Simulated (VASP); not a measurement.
Runs of VASP 6.6.1 on Ta2CN. The structure is that of space group P4/mmm (No. 123), or close to it. The cells are those of the table. 

```csv
task,potentials or basis,cell,k mesh,cutoff (eV),second run,gap on the mesh (eV),pressure (GPa)
single point,"VASP PAW LDA potentials, release 64 (Ta_sv_GW, C, N)","a = 3.093, b = 3.093, c = 4.396 Å, 4 atoms",8 × 8 × 6,600,valence_matched,none,0.8
relaxation of cell and atoms,"VASP PAW LDA potentials, release 64 (Ta_sv_GW, C, N)","relaxed from a = 3.147, b = 3.147, c = 4.458 Å, 4 atoms",6 × 6 × 5,600,valence_matched,none,0.0
single point,"VASP PAW LDA potentials, release 64 (Ta_sv_GW, C, N)","a = 3.093, b = 3.093, c = 4.396 Å, 4 atoms",6 × 6 × 5,600,valence_matched,none,(a)
single point,"VASP PAW LDA potentials, release 64 (Ta_pv, C, N)","a = 3.093, b = 3.093, c = 4.396 Å, 4 atoms",6 × 6 × 5,520,-,none,2.0
single point,"VASP PAW LDA potentials, release 64 (Ta_pv, C, N)","a = 3.093, b = 3.093, c = 4.396 Å, 4 atoms",8 × 8 × 6,520,-,none,1.7
```

Alike in all rows: level LDA; no spin polarisation; smearing methfessel-paxton 0.05 eV.

Question: Fill in the values left out.

Answer: (a) 1.2.

Caveats: spin-orbit coupling is left out, which moves the levels of the heavy elements.

A k mesh can miss the band edges, and the runs leave out spin-orbit coupling on Ta.

A gap of «none» marks levels without a gap at the run's occupations.

The runs don't all hold the same shells in valence.
